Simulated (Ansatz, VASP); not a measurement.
# LiF in VASP and in Ansatz

Contents of INCAR:

```
SYSTEM = LiF
PREC     = Accurate       ! precision mode
ENCUT    = 520            ! plane-wave cutoff, eV
EDIFF    = 1E-7           ! SCF threshold, eV
ISMEAR   = 0              ! smearing method
SIGMA    = 0.05           ! smearing width, eV
LREAL    = .FALSE.        ! projectors in reciprocal space
LASPH    = .TRUE.         ! aspherical terms in the spheres
NELM     = 60             ! most SCF steps
ALGO     = Normal         ! electronic algorithm
ISIF     = 2              ! what is computed and relaxed
LWAVE    = .FALSE.        ! write WAVECAR
LCHARG   = .FALSE.        ! write CHGCAR
NBANDS   = 18             ! bands
```

Contents of KPOINTS:

```
regular mesh
0
G
  9 9 6
  0 0 0
```

Contents of POSCAR:

```
LiF
1.0
    3.0868453789      0.0000000000      0.0000000000
   -1.5434226894      2.6732865157      0.0000000000
    0.0000000000      0.0000000000      4.6330462292
Li F
2 2
Direct
    0.3333333333      0.6666666667      0.3839784076
    0.6666666667      0.3333333333      0.8839784076
    0.3333333333      0.6666666667      0.9910195924
    0.6666666667      0.3333333333      0.4910195924
```

Input for Ansatz:

```yaml
crystal:
  lattice:
    - [3.0868453789, 0.0, 0.0]
    - [-1.5434226894, 2.6732865157, 0.0]
    - [0.0, 0.0, 4.6330462292]
  atoms:
    - { symbol: Li, position: [0.3333333333, 0.6666666667, 0.3839784076] }
    - { symbol: Li, position: [0.6666666667, 0.3333333333, 0.8839784076] }
    - { symbol: F, position: [0.3333333333, 0.6666666667, 0.9910195924] }
    - { symbol: F, position: [0.6666666667, 0.3333333333, 0.4910195924] }
basis:
  ecutwfc: 520.0
kpoints:
  mp_grid: { grid: [9, 9, 6] }
hamiltonian:
  xc: lda
scf:
  occupations: { method: gaussian, width: 0.05 }
output:
  forces: true
  stress: true
  eigenvalues: true
```

Alike in both runs: task single point; functional LDA; k mesh 9 × 9 × 6; occupations gaussian, width 0.05 eV; no spin polarisation.

|  | VASP | Ansatz |
| --- | --- | --- |
| version | VASP 6.6.1 | Ansatz 0.2.0 |
| potentials or method | VASP PAW LDA potentials, release 64 (Li_sv, F), cutoff 520 eV | scalar-relativistic, plane waves, PAW |
| valence electrons in the cell | 20 | 20 |

|  | VASP | Ansatz | Ansatz less VASP |
| --- | --- | --- | --- |
| gap on the k mesh at the Fermi level (eV) | 7.62 | 7.63 | +0.015 |
| least direct gap on the mesh (eV) | 7.62 | 7.63 | +0.015 |
| rms of the force components (eV/Å) | 0.057 | 0.055 | -0.0022 |

LDA's correlation is that of Perdew and Zunger in VASP and of Perdew and Wang (1992) in Ansatz. Atom by atom the forces differ by 0.002 eV/Å (rms over components).

Noted on VASP's run: the cutoff is under 1.25 times that of the potentials, so the pressure is a little rough.
